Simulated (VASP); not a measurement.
Runs of VASP 6.6.1 on VAu. The structure is that of space group R-3m (No. 166), or close to it. The cells are those of the table. 

```csv
level,cell,gap on the mesh (eV),pressure (GPa),moment (μB)
PBE,"a = 4.955 Å, angles 33.5°, 2 atoms",none,-7.5,0.00
r2SCAN,"a = 4.694 Å, angles 35.3°, 2 atoms",none,1.1,0.00
PBE,"a = 4.986 Å, angles 33.5°, 2 atoms",none,(a),0.00
r2SCAN,"a = 4.725 Å, angles 35.4°, 2 atoms",none,-3.6,0.00
```

Alike in all rows: task single point; potentials or basis VASP PAW PBE potentials, release 64 (Au, V_sv); spin collinear, ferromagnetic start; k mesh 11 × 11 × 11; cutoff (eV) 520; smearing fermi-dirac 0.05 eV.

Question: Fill in the values left out.

Answer: (a) -9.9.

Caveats: spin-orbit coupling is left out, which moves the levels of the heavy elements; the cell stands under tension (at least some runs); the PAW data sets were made with another functional, which shifts forces and pressure a little (at least some runs).

A k mesh can miss the band edges, and the runs leave out spin-orbit coupling on Au.

A gap of «none» marks levels without a gap at the run's occupations.
